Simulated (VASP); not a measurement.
Input of a VASP 6.6.1 run:

POSCAR

```
Al3GaN4
1.0
    4.2251878009      0.0000000000      0.0000000000
    0.0000000000      4.2251878009      0.0000000000
    0.0000000000      0.0000000000      4.0491383092
Al Ga N
3 1 4
Direct
    0.5000000000      0.5000000000      0.0000000000
    0.5000000000      0.0000000000      0.5000000000
    0.0000000000      0.5000000000      0.5000000000
    0.0000000000      0.0000000000      0.0000000000
    0.7444581602      0.7444581602      0.2555418398
    0.7444581602      0.2555418398      0.7444581602
    0.2555418398      0.7444581602      0.7444581602
    0.2555418398      0.2555418398      0.2555418398
```

Contents of INCAR.step1:

```
  PREC = Accurate
  ENCUT = 520
  ISMEAR = 0
  SIGMA = 0.05
  LREAL = False
  LASPH = True
  NELM = 100
  NBANDS = 31
  GGA = PE
  ALGO = Normal
  EDIFF = 1E-4
  LWAVE = True
  LCHARG = False
```

The input INCAR.step2:

```
  PREC = Accurate
  ENCUT = 520
  EDIFF = 1E-6
  ISMEAR = 0
  SIGMA = 0.05
  LREAL = False
  LASPH = True
  NELM = 100
  ALGO = Normal
  ISIF = 2
  LWAVE = False
  LCHARG = True
  METAGGA = R2SCAN
  LMIXTAU = True
  LELF = True
  LVHAR = True
  NBANDS = 31
  ISTART = 1
```

The input KPOINTS:

```
regular mesh
0
Gamma
  6 6 6
```

Potentials or basis: VASP PAW PBE potentials, release 64 (Al, Ga_d, N).

The run is started by

```sh
$ cat potpaw_PBE.64/Al/POTCAR potpaw_PBE.64/Ga_d/POTCAR potpaw_PBE.64/N/POTCAR > POTCAR
$ cp INCAR.step1 INCAR
$ mpirun -np 1 vasp_std > vasp.out
$ cp INCAR.step2 INCAR
$ mpirun -np 1 vasp_std > vasp.out
```

Estimate the largest force.

0.185 eV/Å.

Predict the pressure.

47.4 GPa.

Estimate the band gap on the k mesh.

3.87 eV.

Forces on the atoms (eV/Å):
```
Al   0.000  0.000  0.000
Al   0.000  0.000  0.000
Al   0.000  0.000  0.000
Ga   0.000  0.000  0.000
N   -0.072 -0.072  0.154
N   -0.072  0.072 -0.154
N    0.072 -0.072 -0.154
N    0.072  0.072  0.154
```

Caveat: the cell differs from its parent crystal (strain -0.040 along x and y, -0.080 along z); the cell stands under pressure; the PAW data sets were made with another functional, which shifts forces and pressure a little. A k mesh can miss the band edges.
